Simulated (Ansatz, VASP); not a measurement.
# BP in VASP and in Ansatz

```
CELL_PARAMETERS angstrom
0.00000 2.23017 2.23017
2.23017 0.00000 2.23017
2.23017 2.23017 0.00000
ATOMIC_POSITIONS crystal
B 0.00000 0.00000 0.00000
P 0.25000 0.25000 0.25000
```

Alike in both runs: task single point; functional LDA; k mesh 10 × 10 × 10; no spin polarisation.

|  | VASP | Ansatz |
| --- | --- | --- |
| version | VASP 6.6.1 | Ansatz 0.2.0 |
| potentials or method | VASP PAW LDA potentials, release 64 (B, P), cutoff 500 eV | scalar-relativistic, plane waves, PAW |
| occupations | gaussian, width 0.01 eV | fixed |
| valence electrons in the cell | 8 | 8 |

```csv
,VASP,Ansatz,Ansatz less VASP
gap on the k mesh at the Fermi level (eV),1.13,1.13,-0.001
least direct gap on the mesh (eV),3.46,3.46,-0.003
pressure (GPa),3.6,3.7,+0.12
```

LDA's correlation is that of Perdew and Zunger in VASP and of Perdew and Wang (1992) in Ansatz.
